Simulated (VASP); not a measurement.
# Ru (Fm-3m) in VASP: notebook

Runs on Ru. Level: r2SCAN. Tasks: single point.

All numbers are computed with VASP 6.6.1; they aren't measurements. Logs are shortened: lines on timing, memory, paths and dates and some standing lists are left out, and cuts for length are marked.

## (1) The cell of the first run

It takes space group Fm-3m (No. 225, cubic). Conventional cell: a = 3.884 Å, b = 3.884 Å, c = 3.884 Å, α = 90.00°, β = 90.00°, γ = 90.00°. Within 3.6 Å of Ru (site symmetry m-3m) lie 12 Ru at 2.75 Å.

This isn't the form of Ru at room conditions, which is hcp.

## (2) Single point, r2SCAN, collinear spin, ferromagnetic start (14.65 Å³/atom)

Input file POSCAR:

```
Ru
1.0
    0.0000000000      1.9419832481      1.9419832481
    1.9419832481      0.0000000000      1.9419832481
    1.9419832481      1.9419832481      0.0000000000
Ru
1
Direct
    0.0000000000      0.0000000000      0.0000000000
```

Input file INCAR.step1:

```
SYSTEM = Ru
ALGO = Normal
EDIFF = 1E-4
ENCUT = 520
GGA = PE
ISMEAR = -1
ISPIN = 2
LASPH = .TRUE.
LCHARG = .FALSE.
LMAXMIX = 4
LREAL = .FALSE.
LWAVE = .TRUE.
MAGMOM = 1
NBANDS = 17
NELM = 150
PREC = Accurate
SIGMA = 0.05
```

Input file INCAR.step2:

```
SYSTEM = Ru
ALGO = Normal
EDIFF = 1E-7
ENCUT = 520
ISIF = 2
ISMEAR = -1
ISPIN = 2
ISTART = 1
LASPH = .TRUE.
LCHARG = .FALSE.
LMAXMIX = 4
LMIXTAU = .TRUE.
LORBIT = 11
LREAL = .FALSE.
LWAVE = .FALSE.
MAGMOM = 1
METAGGA = R2SCAN
NBANDS = 17
NELM = 150
PREC = Accurate
SIGMA = 0.05
```

Input file KPOINTS:

```
k-points
0
G
  23 23 23
  0 0 0
```

Potentials or basis: VASP PAW PBE potentials, release 64 (Ru_pv).

On the command line:

```bash
> cat potpaw_PBE.64/Ru_pv/POTCAR > POTCAR
> cp INCAR.step1 INCAR
> mpirun -np 1 vasp_std > vasp.out
> cp INCAR.step2 INCAR
> mpirun -np 1 vasp_std > vasp.out
```

OUTCAR:

```text
SYSTEM = Ru
   EDIFF = 1E-7
   ENCUT = 520
   ISIF = 2
   ISMEAR = -1
   ISPIN = 2
   ISTART = 1
   LASPH = .TRUE.
   LORBIT = 11
   LREAL = .FALSE.
   METAGGA = R2SCAN
   NELM = 150
   PREC = Accurate

 ion  position               nearest neighbor table
   1  0.000  0.000  0.000-

  LATTYP: Found a face centered cubic cell.
 ALAT       =     3.8839664962

  Lattice vectors:

 A1 = (   0.0000000000,   1.9419832481,   1.9419832481)
 A2 = (   1.9419832481,   0.0000000000,   1.9419832481)
 A3 = (   1.9419832481,   1.9419832481,   0.0000000000)

Analysis of symmetry for initial positions (statically):
=====================================================================
 Subroutine PRICEL returns:
 Original cell was already a primitive cell.

 Routine SETGRP: Setting up the symmetry group for a
 face centered cubic supercell.

 Subroutine GETGRP returns: Found 48 space group operations
 (whereof 48 operations were pure point group operations)
 out of a pool of 48 trial point group operations.

The static configuration has the point symmetry O_h .

Analysis of symmetry for dynamics (positions and initial velocities):
=====================================================================
 Subroutine PRICEL returns:
 Original cell was already a primitive cell.

 Routine SETGRP: Setting up the symmetry group for a
 face centered cubic supercell.

 Subroutine GETGRP returns: Found 48 space group operations
 (whereof 48 operations were pure point group operations)
 out of a pool of 48 trial point group operations.

The dynamic configuration has the point symmetry O_h .

Analysis of structural, dynamic, and magnetic symmetry:
=====================================================================
 Subroutine PRICEL returns:
 Original cell was already a primitive cell.

 Routine SETGRP: Setting up the symmetry group for a
 face centered cubic supercell.

 Subroutine GETGRP returns: Found 48 space group operations
 (whereof 48 operations were pure point group operations)
 out of a pool of 48 trial point group operations.

The overall configuration has the point symmetry O_h .

 Subroutine INISYM returns: Found 48 space group operations
 (whereof 48 operations are pure point group operations),
 and found     1 'primitive' translations
[... 99 lines left out ...]
   ISIF   =      2    stress and relaxation
   ISYM   =      2    0-nonsym 1-usesym 2-fastsym
   POTIM  = 0.5000    time-step for ionic-motion
   TEBEG  =    0.0;   TEEND  =   0.0 temperature during run
   PSTRESS=    0.0 pullay stress
   NELECT =      14.0000    total number of electrons
   NUPDOWN=      -1.0000    fix difference up-down
   EMIN   =  10.00;   EMAX   =-10.00  energy-range for DOS
   EFERMI =   0.00;   METHOD = LEGACY
   ISMEAR =    -1;   SIGMA  =   0.05  broadening in eV -4-tet -1-fermi 0-gaus
   EFERMI_NEDOS =   21; number of points for ismear=-14 and -15
   IALGO  =     38    algorithm
   IMIX   =      4    mixing-type and parameters
     AMIX     =   0.40;   BMIX     =  1.00
     AMIX_MAG =   1.60;   BMIX_MAG =  1.00
  volume/ion in A,a.u.               =      14.65        98.85
  Fermi-wavevector in a.u.,A,eV,Ry     =   1.612608  3.047386 35.381994  2.600503
  Thomas-Fermi vector in A             =   2.707810
   LORBIT       =     11    0 simple, 1 ext, 2 COOP (PROOUT), +10 PAW based schemes
   METAGGA = R2SCAN    functional components
   LHFCALC =     F    Hartree Fock is set to
   AEXX    =    0.0000 exact exchange contribution
   IVDW    =     0    specifies the selected vdW correction
   LEPSILON=     F    determine dielectric tensor
   LRPA    =     F    only Hartree local field effects (RPA)
 spin polarized calculation
  energy-cutoff  :      520.00
  volume of cell :       14.65
 maximum number of plane-waves:       411
   NGX = 11   NGY = 11   NGZ = 11

 number of electron      13.9999994 magnetization      -0.0000003

 Free energy of the ion-electron system (eV)
  ---------------------------------------------------
  ext. energy  EPLUGINS =         0.00000000
  ---------------------------------------------------
  free energy    TOTEN  =       -25.23994146 eV

  energy without entropy =      -25.23016591  energy(sigma->0) =      -25.23505368

 E-fermi :  11.3133     XC(G=0): -14.8687

 val. band max:       11.3033681173   @ k =  -0.1739   0.0435   0.0000
 cond. band min:      11.3146137341   @ k =   0.1304   0.0870   0.0000
 fundamental gap:      0.0112456169
 Fermi energy:        11.3132846342

 spin component 1

 k-point     1 :       0.0000    0.0000    0.0000
  band No.  band energies     occupation
      1     -32.4584      1.00000
      2     -32.4584      1.00000
      3     -32.4584      1.00000
      4       3.4957      1.00000
      5       8.9090      1.00000
      6       8.9090      1.00000
[... 459 lines left out ...]
      6       8.8426      1.00000
[... 9 lines left out ...]
     16      40.8478      0.00000
     17      44.1470      0.00000

 [... further k-points ...]

 spin component 2

 k-point     1 :       0.0000    0.0000    0.0000
  band No.  band energies     occupation
      1     -32.4584      1.00000
      2     -32.4584      1.00000
      3     -32.4584      1.00000
      4       3.4957      1.00000
      5       8.9090      1.00000
      6       8.9090      1.00000
[... 459 lines left out ...]
      6       8.8426      1.00000
[... 9 lines left out ...]
     16      40.8478      0.00000
     17      44.1470      0.00000

 [... further k-points ...]

------------------------ aborting loop because EDIFF is reached ----------------------------------------

  FORCE on cell =-STRESS in cart. coord.  units (eV):
  Direction    XX          YY          ZZ          XY          YZ          ZX
  --------------------------------------------------------------------------------------
  -------------------------------------------------------------------------------------
  Total       -1.8579274     -1.8579274     -1.8579274      0.0000000      0.0000000      0.0000000
  in kB     -203.2230153   -203.2230153   -203.2230153      0.0000000      0.0000000      0.0000000
  external PRESSURE =    -203.2230153 kB  Pullay stress =       0.0000000 kB

 VOLUME and BASIS-vectors are now :
 -----------------------------------------------------------------------------
  energy-cutoff  :      520.00
  volume of cell :       14.65
      direct lattice vectors                 reciprocal lattice vectors
     0.000000000  1.941983248  1.941983248    -0.257468750  0.257468750  0.257468750
     1.941983248  0.000000000  1.941983248     0.257468750 -0.257468750  0.257468750
     1.941983248  1.941983248  0.000000000     0.257468750  0.257468750 -0.257468750

 POSITION                                       TOTAL-FORCE (eV/Angst)
 -----------------------------------------------------------------------------------
      0.00000      0.00000      0.00000        -0.000000     -0.000000      0.000000
 -----------------------------------------------------------------------------------
    total drift:                               -0.000000     -0.000000     -0.000000

  FREE ENERGIE OF THE ION-ELECTRON SYSTEM (eV)
  ---------------------------------------------------
  free  energy   TOTEN  =       -25.2399414576 eV

  energy  without entropy=      -25.2301659084  energy(sigma->0) =      -25.23505368

 total charge

# of ion       s       p       d       tot
------------------------------------------
    1        0.384   6.265   5.881  12.530

 magnetization (x)

# of ion       s       p       d       tot
------------------------------------------
    1       -0.000  -0.000  -0.000  -0.000
```

OUTCAR.step1:

```text
SYSTEM = Ru
   EDIFF = 1E-4
   ENCUT = 520
   GGA = PE
   ISMEAR = -1
   ISPIN = 2
   LASPH = .TRUE.
[... 1198 lines left out ...]
 -----------------------------------------------------------------------------------
      0.00000      0.00000      0.00000         0.000000      0.000000     -0.000000
 -----------------------------------------------------------------------------------
    total drift:                               -0.000000     -0.000000     -0.000000

  FREE ENERGIE OF THE ION-ELECTRON SYSTEM (eV)
  ---------------------------------------------------
  free  energy   TOTEN  =        -9.0845248408 eV

  energy  without entropy=       -9.0742296624  energy(sigma->0) =       -9.07937725
```

OSZICAR.step1:

```text
N       E                     dE             d eps       ncg     rms          rms(c)
DAV:   1     0.112950255903E+03    0.11295E+03   -0.74278E+03 25024   0.831E+02
DAV:   2    -0.787915794831E+01   -0.12083E+03   -0.11505E+03 27617   0.276E+02
DAV:   3    -0.967087348867E+01   -0.17917E+01   -0.17834E+01 28157   0.352E+01
DAV:   4    -0.967602726819E+01   -0.51538E-02   -0.51534E-02 27904   0.196E+00
DAV:   5    -0.967605519732E+01   -0.27929E-04   -0.27928E-04 27482   0.131E-01    0.111E+01
DAV:   6    -0.911697973672E+01    0.55908E+00   -0.67320E-01 25219   0.105E+01    0.249E+00
DAV:   7    -0.908667163049E+01    0.30308E-01   -0.51084E-02 28313   0.245E+00    0.951E-01
DAV:   8    -0.908572089988E+01    0.95073E-03   -0.28730E-03 26116   0.523E-01    0.495E-01
DAV:   9    -0.908445911684E+01    0.12618E-02   -0.85343E-04 26923   0.312E-01    0.130E-01
DAV:  10    -0.908452484085E+01   -0.65724E-04   -0.69035E-05 18412   0.725E-02
   1 F= -.90845248E+01 E0= -.90793773E+01  d E =-.102952E-01  mag=    -0.0018
```

Run time: 18 min. Hardware: 1 thread of Oxide Virtual Turin-like, shared host; peak memory 0.2 GiB.

Results:

| Quantity | Value |
| --- | --- |
| Free energy | -25.2399 eV |
| Pressure | -20.3 GPa |
| Band gap on the k mesh | zero (filled and empty bands overlap) |
| Net moment | 0.00 μB per cell |
| Valence electrons inside the program's atomic spheres | Ru 12.53 |

Levels at points of the mesh, in eV from the Fermi level:
Spin up:
| k point | band 3 | band 4 | band 5 | band 6 | band 7 | band 8 | band 9 | band 10 | band 11 | band 12 |
| --- | --- | --- | --- | --- | --- | --- | --- | --- | --- | --- |
| (0.00, 0.00, 0.00) | -43.77 | -7.82 | -2.40 | -2.40 | -2.40 | -0.15 | -0.15 | 8.49 | 15.74 | 21.42 |
Spin down:
```csv
k point,band 3,band 4,band 5,band 6,band 7,band 8,band 9,band 10,band 11,band 12
"(0.00, 0.00, 0.00)",-43.77,-7.82,-2.40,-2.40,-2.40,-0.15,-0.15,8.49,15.74,21.42
```

Caveat: the cell stands under tension; an empty level that is flat over the whole mesh can mark a ghost state of the potentials, or a narrow d or f band; the PAW data sets were made with another functional, which shifts forces and pressure a little.

## (3) Single point, r2SCAN, collinear spin, ferromagnetic start (15.19 Å³/atom)

This run uses another cell than the first one, of 15.19 Å³/atom.

Input file POSCAR:

```
Ru
1.0
    0.0000000000      1.9656683049      1.9656683049
    1.9656683049      0.0000000000      1.9656683049
    1.9656683049      1.9656683049      0.0000000000
Ru
1
Direct
    0.0000000000      0.0000000000      0.0000000000
```

Input file INCAR.step1:

```
PREC     = Accurate       # precision mode
ENCUT    = 520            # plane-wave cutoff, eV
ISMEAR   = -1             # smearing method
SIGMA    = 0.05           # smearing width, eV
LREAL    = F              # projectors in reciprocal space
LASPH    = T              # aspherical terms in the spheres
NELM     = 150            # most SCF steps
ISPIN    = 2              # spin polarisation
MAGMOM   = 1              # initial moments
LMAXMIX  = 4              # l up to which the mixer works
NBANDS   = 17             # bands
GGA      = PE             # functional
ALGO     = Normal         # electronic algorithm
EDIFF    = 1E-4           # SCF threshold, eV
LWAVE    = T              # write WAVECAR
LCHARG   = F              # write CHGCAR
```

Input file INCAR.step2:

```
PREC     = Accurate       # precision mode
ENCUT    = 520            # plane-wave cutoff, eV
EDIFF    = 1E-7           # SCF threshold, eV
ISMEAR   = -1             # smearing method
SIGMA    = 0.05           # smearing width, eV
LREAL    = F              # projectors in reciprocal space
LASPH    = T              # aspherical terms in the spheres
NELM     = 150            # most SCF steps
ALGO     = Normal         # electronic algorithm
ISIF     = 2              # what is computed and relaxed
LWAVE    = F              # write WAVECAR
LCHARG   = T              # write CHGCAR
ISPIN    = 2              # spin polarisation
MAGMOM   = 1              # initial moments
LORBIT   = 11             # projections on sites
LMAXMIX  = 4              # l up to which the mixer works
METAGGA  = R2SCAN         # meta-GGA
LMIXTAU  = T            
LELF     = T              # ELF
LVHAR    = T            
NBANDS   = 17             # bands
ISTART   = 1
```

Input file KPOINTS:

```
regular mesh
0
Gamma
  23 23 23
```

Potentials or basis: VASP PAW PBE potentials, release 64 (Ru_pv).

On the command line:

```bash
> cat potpaw_PBE.64/Ru_pv/POTCAR > POTCAR
> cp INCAR.step1 INCAR
> mpirun -np 1 vasp_std > vasp.out
> cp INCAR.step2 INCAR
> mpirun -np 1 vasp_std > vasp.out
```

OUTCAR:

```text
PREC = Accurate
   ENCUT = 520
   EDIFF = 1E-7
   ISMEAR = -1
   LREAL = F
   LASPH = T
   NELM = 150
   ISIF = 2
   ISPIN = 2
   LORBIT = 11
   METAGGA = R2SCAN
   ISTART = 1

 ion  position               nearest neighbor table
   1  0.000  0.000  0.000-

  LATTYP: Found a face centered cubic cell.
 ALAT       =     3.9313366098

  Lattice vectors:

 A1 = (   0.0000000000,   1.9656683049,   1.9656683049)
 A2 = (   1.9656683049,   0.0000000000,   1.9656683049)
 A3 = (   1.9656683049,   1.9656683049,   0.0000000000)

Analysis of symmetry for initial positions (statically):
=====================================================================
 Subroutine PRICEL returns:
 Original cell was already a primitive cell.

 Routine SETGRP: Setting up the symmetry group for a
 face centered cubic supercell.

 Subroutine GETGRP returns: Found 48 space group operations
 (whereof 48 operations were pure point group operations)
 out of a pool of 48 trial point group operations.

The static configuration has the point symmetry O_h .

Analysis of symmetry for dynamics (positions and initial velocities):
[... 658 lines left out ...]
     17      42.8341      0.00000

 [... further k-points ...]

 spin component 2

 k-point     1 :       0.0000    0.0000    0.0000
  band No.  band energies     occupation
      1     -33.0560      1.00000
      2     -33.0560      1.00000
      3     -33.0560      1.00000
      4       3.1094      1.00000
      5       8.4306      1.00000
      6       8.4306      1.00000
[... 459 lines left out ...]
      6       8.3707      1.00000
[... 9 lines left out ...]
     16      39.5266      0.00000
     17      42.8341      0.00000

 [... further k-points ...]

------------------------ aborting loop because EDIFF is reached ----------------------------------------

  FORCE on cell =-STRESS in cart. coord.  units (eV):
  Direction    XX          YY          ZZ          XY          YZ          ZX
  --------------------------------------------------------------------------------------
  -------------------------------------------------------------------------------------
  Total       -2.6387192     -2.6387192     -2.6387192      0.0000000      0.0000000     -0.0000000
  in kB     -278.3191273   -278.3191273   -278.3191273      0.0000000      0.0000000     -0.0000000
  external PRESSURE =    -278.3191273 kB  Pullay stress =       0.0000000 kB

 VOLUME and BASIS-vectors are now :
 -----------------------------------------------------------------------------
  energy-cutoff  :      520.00
  volume of cell :       15.19
      direct lattice vectors                 reciprocal lattice vectors
     0.000000000  1.965668305  1.965668305    -0.254366415  0.254366415  0.254366415
     1.965668305  0.000000000  1.965668305     0.254366415 -0.254366415  0.254366415
     1.965668305  1.965668305  0.000000000     0.254366415  0.254366415 -0.254366415

 POSITION                                       TOTAL-FORCE (eV/Angst)
 -----------------------------------------------------------------------------------
      0.00000      0.00000      0.00000         0.000000      0.000000      0.000000
 -----------------------------------------------------------------------------------
    total drift:                               -0.000000      0.000000      0.000000

  FREE ENERGIE OF THE ION-ELECTRON SYSTEM (eV)
  ---------------------------------------------------
  free  energy   TOTEN  =       -25.1581547647 eV

  energy  without entropy=      -25.1478227262  energy(sigma->0) =      -25.15298875

 total charge

# of ion       s       p       d       tot
------------------------------------------
    1        0.372   6.245   5.851  12.469

 magnetization (x)

# of ion       s       p       d       tot
------------------------------------------
    1        0.000   0.000  -0.000  -0.000
```

OUTCAR.step1:

```text
PREC = Accurate
   ENCUT = 520
   ISMEAR = -1
   LREAL = F
   LASPH = T
   NELM = 150
[... 1197 lines left out ...]

 POSITION                                       TOTAL-FORCE (eV/Angst)
 -----------------------------------------------------------------------------------
      0.00000      0.00000      0.00000         0.000000      0.000000      0.000000
 -----------------------------------------------------------------------------------
    total drift:                               -0.000000     -0.000000     -0.000000

  FREE ENERGIE OF THE ION-ELECTRON SYSTEM (eV)
  ---------------------------------------------------
  free  energy   TOTEN  =        -9.0197154942 eV

  energy  without entropy=       -9.0088276449  energy(sigma->0) =       -9.01427157
```

It took 27 min on 1 thread of Oxide Virtual Turin-like, shared host; peak memory 0.23 GiB.

Results:

```
Free energy                                           : -25.1582 eV
Pressure                                              : -27.8 GPa
Band gap on the k mesh                                : zero (filled and empty bands overlap)
Net moment                                            : 0.00 μB per cell
Valence electrons inside the program's atomic spheres : Ru 12.47
```

Caveat: the cell stands under tension; an empty level that is flat over the whole mesh can mark a ghost state of the potentials, or a narrow d or f band; the PAW data sets were made with another functional, which shifts forces and pressure a little.
